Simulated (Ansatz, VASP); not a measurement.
Two plane-wave programs on InAs

```xyz
2
Lattice="0.0000 3.0916 3.0916 3.0916 0.0000 3.0916 3.0916 3.0916 0.0000" Properties=species:S:1:pos:R:3 pbc="T T T"
In    0.0000    0.0000    0.0000
As    1.5458    1.5458    1.5458
```

Alike in both runs: functional PBE; k mesh 6 × 6 × 6; occupations gaussian, width 0.1 eV; no spin polarisation.

Ansatz relaxed the structure, and its values are those at the end. VASP's run is a single point on that final structure, the one shown.

```csv
,VASP,Ansatz
version,VASP 6.6.1,Ansatz 0.2.0
potentials or method,"VASP PAW PBE potentials, release 64 (In_d, As), cutoff 500 eV","scalar-relativistic, plane waves, PAW"
valence electrons in the cell,18,28
```

|  | VASP | Ansatz | Ansatz less VASP |
| --- | --- | --- | --- |
| gap on the k mesh at the Fermi level (eV) | none | none | - |
| pressure (GPa) | 0.2 | 0.1 | -0.05 |

A gap of «none» marks a metal or a gap that the smearing closes. With one functional, cell and mesh, what is left measures potentials, basis and numerics. VASP's potentials hold 18 valence electrons a cell and Ansatz's 28, so a difference there can come from the potentials and not from the codes.
